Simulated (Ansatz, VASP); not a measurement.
**One calculation of GaReSi, two programs**

Contents of INCAR:

```
PREC = Accurate
ENCUT = 520
EDIFF = 1E-8
ISMEAR = -1
SIGMA = 0.05
LREAL = F
LASPH = T
NELM = 60
ALGO = Normal
ISIF = 2
LWAVE = F
LCHARG = F
GGA = PE
LEFG = T
NBANDS = 33
```

File KPOINTS:

```
regular mesh
0
Gamma
  10 10 4
```

Contents of POSCAR:

```
GaReSi
1.0
    3.1942000000      0.0000000000      0.0000000000
    0.0000000000      3.1942000000      0.0000000000
    0.0000000000      0.0000000000      8.0540000000
Ga Si Re
2 2 2
Direct
    0.5000000000      0.0000000000      0.9146000000
    0.0000000000      0.5000000000      0.0854000000
    0.0000000000      0.5000000000      0.4152000000
    0.5000000000      0.0000000000      0.5848000000
    0.0000000000      0.5000000000      0.7306300000
    0.5000000000      0.0000000000      0.2693700000
```

Input for Ansatz:

```yaml
crystal:
  lattice:
    - [3.1942, 0.0, 0.0]
    - [0.0, 3.1942, 0.0]
    - [0.0, 0.0, 8.054]
  atoms:
    - { symbol: Ga, position: [0.5, 0.0, 0.9146] }
    - { symbol: Ga, position: [0.0, 0.5, 0.0854] }
    - { symbol: Si, position: [0.0, 0.5, 0.4152] }
    - { symbol: Si, position: [0.5, 0.0, 0.5848] }
    - { symbol: Re, position: [0.0, 0.5, 0.73063] }
    - { symbol: Re, position: [0.5, 0.0, 0.26937] }
kpoints:
  mp_grid: { grid: [10, 10, 4] }
scf:
  occupations: { method: fermi_dirac, width: 0.05 }
hamiltonian:
  xc: pbe
  pseudopotentials: { kind: paw }
output:
  forces: true
  stress: true
  populations: true
  efg:
    quadrupole_moments_barn: { Ga: 0.107, Re: 2.18 }
    contact_densities: true
```

Alike in both runs: task electric field gradients; functional PBE; k mesh 10 × 10 × 4; occupations fermi-dirac, width 0.05 eV; no spin polarisation.

```csv
,VASP,Ansatz
version,VASP 6.6.1,Ansatz 0.2.0
potentials or method,"VASP PAW PBE potentials, release 64 (Ga_d, Si, Re)","plane-wave PAW, scalar-relativistic"
plane-wave cutoff (eV),520,420
valence electrons in the cell,48,64
```

|  | VASP | Ansatz | Ansatz less VASP |
| --- | --- | --- | --- |
| pressure (GPa) | 3.8 | 3.5 | -0.32 |
| traceless stress, the component that is largest in VASP (GPa) | 0.12 | 0.13 | +0.009 |
| rms of the force components (eV/Å) | 0.057 | 0.054 | -0.0031 |
| size of Vzz on the site where it differs most (V/Å²) | 169.0 | 191.3 | +22.23 |

Atom by atom the forces differ by 0.005 eV/Å (rms over components). With one functional, cell and mesh, what is left measures potentials, basis and numerics. VASP's potentials hold 48 valence electrons a cell and Ansatz's 64, so a difference there can come from the potentials and not from the codes.

Spin-orbit coupling is off throughout.
